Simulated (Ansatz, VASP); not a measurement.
# One calculation of Si4O7, two programs

Contents of INCAR:

```
ALGO     = Normal         # electronic algorithm
EDIFF    = 1E-7           # SCF threshold, eV
ENCUT    = 520            # plane-wave cutoff, eV
GGA      = PE             # functional
ISIF     = 2              # what is computed and relaxed
ISMEAR   = 0              # smearing method
LASPH    = T              # aspherical terms in the spheres
LCHARG   = F              # write CHGCAR
LREAL    = F              # projectors in reciprocal space
LWAVE    = F              # write WAVECAR
NBANDS   = 40             # bands
NELM     = 100            # most SCF steps
PREC     = Accurate       # precision mode
SIGMA    = 0.05           # smearing width, eV
```

The input KPOINTS:

```
k-points
0
Gamma
  4 4 4
```

Contents of POSCAR:

```
Si4O7
1.0
    5.0799801732      0.0000000000      0.0000000000
    0.0000000000      5.0799801732      0.0000000000
    0.0000000000      0.0000000000      7.0914769300
Si O
4 7
Direct
    0.2944292339      0.2944292339      0.0000000000
    0.2055707661      0.7944292339      0.2500000000
    0.7055707661      0.7055707661      0.5000000000
    0.7944292339      0.2055707661      0.7500000000
    0.4053663613      0.7409644515      0.4248320116
    0.7590355485      0.9053663613      0.6748320116
    0.5946336387      0.2590355485      0.9248320116
    0.7409644515      0.4053663613      0.5751679884
    1.0665433989      1.0363502866      0.2529664232
    0.2590355485      0.5946336387      0.0751679884
    0.0946336387      0.2409644515      0.8251679884
```

Input for Ansatz:

```yaml
crystal:
  lattice:
    - [5.0799801732, 0.0, 0.0]
    - [0.0, 5.0799801732, 0.0]
    - [0.0, 0.0, 7.09147693]
  atoms:
    - { symbol: Si, position: [0.2944292339, 0.2944292339, 0.0] }
    - { symbol: Si, position: [0.2055707661, 0.7944292339, 0.25] }
    - { symbol: Si, position: [0.7055707661, 0.7055707661, 0.5] }
    - { symbol: Si, position: [0.7944292339, 0.2055707661, 0.75] }
    - { symbol: O, position: [0.4053663613, 0.7409644515, 0.4248320116] }
    - { symbol: O, position: [0.7590355485, 0.9053663613, 0.6748320116] }
    - { symbol: O, position: [0.5946336387, 0.2590355485, 0.9248320116] }
    - { symbol: O, position: [0.7409644515, 0.4053663613, 0.5751679884] }
    - { symbol: O, position: [1.0665433989, 1.0363502866, 0.2529664232] }
    - { symbol: O, position: [0.2590355485, 0.5946336387, 0.0751679884] }
    - { symbol: O, position: [0.0946336387, 0.2409644515, 0.8251679884] }
basis:
  ecutwfc: 420
kpoints:
  mp_grid: { grid: [4, 4, 4] }
hamiltonian:
  xc: pbe
  pseudopotentials: { kind: paw, azcp: { folder: soft_1 } }
scf:
  occupations: { method: gaussian, width: 0.05 }
output:
  forces: true
  stress: true
  eigenvalues: true
```

Change from the starting cell: O vacancy; atom 9 moved 0.625 of the way to it and +0.450 Å across, host rigid.

Alike in both runs: task single point; functional PBE; k mesh 4 × 4 × 4; occupations gaussian, width 0.05 eV; no spin polarisation.

|  | VASP | Ansatz |
| --- | --- | --- |
| version | VASP 6.6.1 | Ansatz 0.2.0 |
| potentials or method | VASP PAW PBE potentials, release 64 (Si, O), cutoff 520 eV | scalar-relativistic, plane waves, PAW |
| valence electrons in the cell | 58 | 58 |

|  | VASP | Ansatz | Ansatz less VASP |
| --- | --- | --- | --- |
| gap on the k mesh at the Fermi level (eV) | 0.47 | 0.47 | -0.005 |
| least direct gap on the mesh (eV) | 0.88 | 0.88 | -0.003 |
| pressure (GPa) | 3.9 | 3.8 | -0.05 |
| traceless stress, the component that is largest in VASP (GPa) | 7.01 | 6.94 | -0.076 |
| rms of the force components (eV/Å) | 2.592 | 2.573 | -0.0188 |

Atom by atom the forces differ by 0.024 eV/Å (rms over components). The functional is the same, so the differences come from potentials, cutoffs and numerics.
